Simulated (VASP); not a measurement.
# BeZn15O16 (a cell with a defect) in VASP: a series of runs, part 2 of 2

VASP 6.6.1. Earlier steps stand in the parts before.

## Step 3: Relaxation of the atoms, PBE

INCAR reads:

```
ALGO = Normal
EDIFF = 1E-6
EDIFFG = -0.03
ENCUT = 520
GGA = PE
IBRION = 2
ISIF = 2
ISMEAR = -1
LASPH = True
LCHARG = False
LREAL = Auto
LUSENCCL = False
LWAVE = False
NELM = 100
NSW = 60
PREC = Accurate
SIGMA = 0.01
```

KPOINTS reads:

```
k-points
0
Gamma
  3 3 2
```

POSCAR reads:

```
BeZn15O16
1.0
    6.4986160000      0.0000000000      0.0000000000
   -3.2493080000      5.6279665454      0.0000000000
    0.0000000000      0.0000000000     10.4114180000
Be Zn O
1 15 16
Direct
    0.1666666666      0.3333333334      0.2500000000
    0.1666666666      0.3333333334      0.7500000000
    0.1666666666      0.8333333334      0.2500000000
    0.1666666666      0.8333333334      0.7500000000
    0.6666666666      0.3333333334      0.2500000000
    0.6666666666      0.3333333334      0.7500000000
    0.6666666666      0.8333333334      0.2500000000
    0.6666666666      0.8333333334      0.7500000000
    0.3333333334      0.1666666666      0.0000000000
    0.3333333334      0.1666666666      0.5000000000
    0.3333333334      0.6666666666      0.0000000000
    0.3333333334      0.6666666666      0.5000000000
    0.8333333334      0.1666666666      0.0000000000
    0.8333333334      0.1666666666      0.5000000000
    0.8333333334      0.6666666666      0.0000000000
    0.8333333334      0.6666666666      0.5000000000
    0.3333333334      0.1666666666      0.1895050000
    0.3333333334      0.1666666666      0.6895050000
    0.3333333334      0.6666666666      0.1895050000
    0.3333333334      0.6666666666      0.6895050000
    0.8333333334      0.1666666666      0.1895050000
    0.8333333334      0.1666666666      0.6895050000
    0.8333333334      0.6666666666      0.1895050000
    0.8333333334      0.6666666666      0.6895050000
    0.1666666666      0.3333333334      0.4395050000
    0.1666666666      0.3333333334      0.9395050000
    0.1666666666      0.8333333334      0.4395050000
    0.1666666666      0.8333333334      0.9395050000
    0.6666666666      0.3333333334      0.4395050000
    0.6666666666      0.3333333334      0.9395050000
    0.6666666666      0.8333333334      0.4395050000
    0.6666666666      0.8333333334      0.9395050000
```

Potentials or basis: VASP PAW PBE potentials, release 64 (Be, Zn, O).

Started as:

```bash
$ cat potpaw_PBE.64/Be/POTCAR potpaw_PBE.64/Zn/POTCAR potpaw_PBE.64/O/POTCAR > POTCAR
$ mpirun -np 1 vasp_std > vasp.out
```

OUTCAR:

```text
EDIFF = 1E-6
   EDIFFG = -0.03
   ENCUT = 520
   GGA = PE
   IBRION = 2
   ISIF = 2
   ISMEAR = -1
   LASPH = True
   LREAL = Auto
   NELM = 100
   NSW = 60
   PREC = Accurate

 ion  position               nearest neighbor table
   1  0.167  0.333  0.250-  25 1.97  19 1.98  21 1.98  17 1.98
   2  0.167  0.333  0.750-  26 1.97  20 1.98  22 1.98  18 1.98
   3  0.167  0.833  0.250-  27 1.97  17 1.98  23 1.98  19 1.98
   4  0.167  0.833  0.750-  28 1.97  18 1.98  24 1.98  20 1.98
   5  0.667  0.333  0.250-  29 1.97  23 1.98  17 1.98  21 1.98
   6  0.667  0.333  0.750-  30 1.97  24 1.98  18 1.98  22 1.98
[... 24 lines left out ...]
  31  0.667  0.833  0.440-   7 1.97  14 1.98  12 1.98  16 1.98
  32  0.667  0.833  0.940-   8 1.97  13 1.98  11 1.98  15 1.98

  LATTYP: Found a hexagonal cell.
 ALAT       =     6.4986160000
[... 562 lines left out ...]
  ---------------------------------------------------
  free energy    TOTEN  =      -147.43661716 eV

  energy without entropy =     -147.43661716  energy(sigma->0) =     -147.43661716

 E-fermi :   1.3281     XC(G=0): -10.7972

 val. band max:        1.0762348535   @ k =   0.0000   0.0000   0.0000
 cond. band min:       1.9719241397   @ k =   0.0000   0.0000   0.0000
 fundamental gap:      0.8956892862
 Fermi energy:         1.3281326012

 k-point     1 :       0.0000    0.0000    0.0000
  band No.  band energies     occupation
      1     -16.8373      2.00000
      2     -16.5147      2.00000
      3     -16.4509      2.00000
      4     -16.2046      2.00000
      5     -16.1218      2.00000
      6     -16.1218      2.00000
[... 913 lines left out ...]
    150       7.7715      0.00000
    151       7.9097      0.00000
 [bands above 151 left out]

------------------------ aborting loop because EDIFF is reached ----------------------------------------

  FORCE on cell =-STRESS in cart. coord.  units (eV):
  Direction    XX          YY          ZZ          XY          YZ          ZX
  --------------------------------------------------------------------------------------
  -------------------------------------------------------------------------------------
  Total        2.0190893      2.0190893      4.4308436      0.0000000      0.0000000      0.0000000
  in kB        8.4954001      8.4954001     18.6429542      0.0000000      0.0000000      0.0000000
  external PRESSURE =      11.8779181 kB  Pullay stress =       0.0000000 kB
[... 47 lines left out ...]
  FREE ENERGIE OF THE ION-ELECTRON SYSTEM (eV)
  ---------------------------------------------------
  free  energy   TOTEN  =      -147.4366171567 eV

  energy  without entropy=     -147.4366171567  energy(sigma->0) =     -147.43661716

 reached required accuracy - stopping structural energy minimisation
```

OSZICAR:

```text
N       E                     dE             d eps       ncg     rms          rms(c)
DAV:   1     0.385186161777E+04    0.38519E+04   -0.12163E+05  1992   0.241E+03
DAV:   2     0.759153017462E+03   -0.30927E+04   -0.29395E+04  1992   0.660E+02
DAV:   3    -0.661341184136E+02   -0.82529E+03   -0.78793E+03  2054   0.271E+02
[... 171 lines left out ...]
DAV:   4    -0.147436631874E+03    0.11606E-03   -0.16545E-04  2936   0.247E-01    0.451E-02
DAV:   5    -0.147436611478E+03    0.20396E-04   -0.21449E-04  2728   0.106E-01    0.221E-02
DAV:   6    -0.147436617405E+03   -0.59270E-05   -0.16191E-04  2504   0.108E-01    0.126E-02
DAV:   7    -0.147436617521E+03   -0.11557E-06   -0.19664E-05  2256   0.306E-02    0.821E-03
DAV:   8    -0.147436617157E+03    0.36427E-06   -0.45796E-06  1984   0.133E-02
  15 F= -.14743662E+03 E0= -.14743662E+03  d E =-.111270E-02
```

Wall time 25 min (1 × NVIDIA H100 80GB with 1 thread of AMD EPYC 7R13 (Zen 3), shared host); peak memory 1.6 GiB.

Results:

| Item | Value |
| --- | --- |
| Free energy | -147.4366 eV |
| Energy gained by relaxing | 42.7 meV/atom |
| Ionic steps | 15 |
| Pressure after relaxing | 1.2 GPa |
| Largest force after relaxing | 0.026 eV/Å |
| Band gap on the k mesh | 0.90 eV |

Forces on the atoms (eV/Å):
```
Be   0.000  0.000 -0.020
Zn   0.000  0.000 -0.007
Zn  -0.006 -0.003  0.010
Zn   0.013  0.008  0.010
Zn   0.000  0.007  0.010
Zn   0.000 -0.016  0.010
Zn   0.006 -0.003  0.010
Zn  -0.013  0.008  0.010
Zn   0.004 -0.002 -0.002
Zn   0.006 -0.004  0.005
Zn   0.000  0.005 -0.002
Zn   0.000  0.007  0.005
Zn  -0.004 -0.002 -0.002
Zn  -0.006 -0.004  0.005
Zn   0.000  0.000 -0.017
Zn   0.000  0.000 -0.026
O   -0.004  0.002 -0.004
O   -0.007  0.004 -0.006
O    0.000 -0.005 -0.004
O    0.000 -0.008 -0.006
O    0.004  0.002 -0.004
O    0.007  0.004 -0.006
O    0.000  0.000  0.001
O    0.000  0.000  0.005
O    0.000  0.000 -0.013
O    0.000  0.000  0.000
O   -0.013 -0.008  0.011
O   -0.007 -0.004  0.002
O    0.000  0.016  0.011
O    0.000  0.008  0.002
O    0.013 -0.008  0.011
O    0.007 -0.004  0.002
```

Step by step:
| step | energy change (eV) | largest force (eV/Å) | pressure (GPa) |
| --- | --- | --- | --- |
| 1 | 0.0000 | 2.3609 | 2.96 |
| 2 | -0.8601 | 1.4262 | 2.06 |
| 3 | -1.1647 | 0.6749 | 1.57 |
| 4 | -1.1666 | 0.6490 | 1.62 |
| 5 | -1.2919 | 0.2724 | 1.35 |
| 6 | -1.3066 | 0.2724 | 1.27 |
| 7 | -1.3442 | 0.1451 | 1.22 |
| 8 | -1.3468 | 0.1935 | 1.18 |
| 9 | -1.3568 | 0.0888 | 1.24 |
| 10 | -1.3574 | 0.1310 | 1.21 |
| 11 | -1.3609 | 0.1128 | 1.22 |
| 12 | -1.3621 | 0.0934 | 1.22 |
| 13 | -1.3643 | 0.0667 | 1.20 |
| 14 | -1.3644 | 0.0750 | 1.20 |
| 15 | -1.3655 | 0.0260 | 1.19 |

Final structure:
```xyz
32
Lattice="6.4986 0.0000 0.0000 -3.2493 5.6280 0.0000 0.0000 0.0000 10.4114" Properties=species:S:1:pos:R:3 pbc="T T T"
Be    0.0000    1.8760    2.6416
Zn    0.0000    1.8760    7.7955
Zn   -1.6259    4.6893    2.5829
Zn   -1.6042    4.7018    7.8090
Zn    3.2493    1.8774    2.5829
Zn    3.2493    1.8524    7.8090
Zn    1.6259    4.6893    2.5829
Zn    1.6042    4.7018    7.8090
Zn    1.5934    0.9561    0.0831
Zn    1.5899    0.9581    5.1261
Zn    0.0000    3.7159    0.0831
Zn    0.0000    3.7118    5.1261
Zn    4.9052    0.9561    0.0831
Zn    4.9088    0.9581    5.1261
Zn    3.2493    3.7520   10.3713
Zn    3.2493    3.7520    5.2269
O     1.4385    1.0455    2.0881
O     1.6178    0.9419    7.1314
O     0.0000    3.5370    2.0881
O     0.0000    3.7441    7.1314
O     5.0601    1.0455    2.0881
O     4.8808    0.9419    7.1314
O     3.2493    3.7520    1.9466
O     3.2493    3.7520    7.2233
O     0.0000    1.8760    4.3129
O     0.0000    1.8760    9.7689
O    -1.6297    4.6871    4.5679
O    -1.5962    4.7064    9.8213
O     3.2493    1.8818    4.5679
O     3.2493    1.8431    9.8213
O     1.6297    4.6871    4.5679
O     1.5962    4.7064    9.8213
```
